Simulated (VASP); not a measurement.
Set up this calculation in VASP 6.6.1, as the native input.

| Quantity | Value |
| --- | --- |
| Task | single point |
| Functional | PBEsol |
| Potentials or basis | VASP PAW PBE potentials, release 64 (Os) |
| Cutoff | 520 eV |
| k mesh | 15 × 15 × 9 |
| Occupations | fermi-dirac, width 0.05 eV |
| Spin | no spin polarisation |
| Dipole correction | no |
| Further INCAR settings | ALGO = Normal; EDIFF = 1e-06; NBANDS = 15 |

The structure of Os lies in POSCAR:

```
Os
1.0
    2.7249557601      0.0000000000      0.0000000000
   -1.3624778801      2.3598809125      0.0000000000
    0.0000000000      0.0000000000      4.3052527349
Os
2
Direct
    0.3333333333      0.6666666667      0.2500000000
    0.6666666667      0.3333333333      0.7500000000
```

This cell differs from its parent crystal: volume scaled by 0.99.

One way to write it, as run:

INCAR

```
PREC = Accurate
ENCUT = 520
EDIFF = 1E-6
ISMEAR = -1
SIGMA = 0.05
LREAL = F
LASPH = T
NELM = 100
ALGO = Normal
ISIF = 2
LWAVE = F
LCHARG = T
GGA = PS
LELF = T
LVHAR = T
NBANDS = 15
```

KPOINTS

```
regular mesh
0
Gamma
  15 15 9
```

Potentials or basis: VASP PAW PBE potentials, release 64 (Os).

Run with:

```console
$ cat potpaw_PBE.64/Os/POTCAR > POTCAR
$ mpirun -np 1 vasp_std > vasp.out
```

Results of the run:

| Property | Result |
| --- | --- |
| Pressure | 2.0 GPa |
| Band gap on the k mesh | zero (band 8 reaches 11.58 eV, above the bottom of band 9 at 7.69 eV) |

Caveat: the PAW data sets were made with another functional, which shifts forces and pressure a little; spin-orbit coupling is left out, which moves the levels of the heavy elements.

It took 34 s on 1 thread of AMD EPYC 9R45 (Zen 5), on a shared host, peak memory 0.14 GiB.
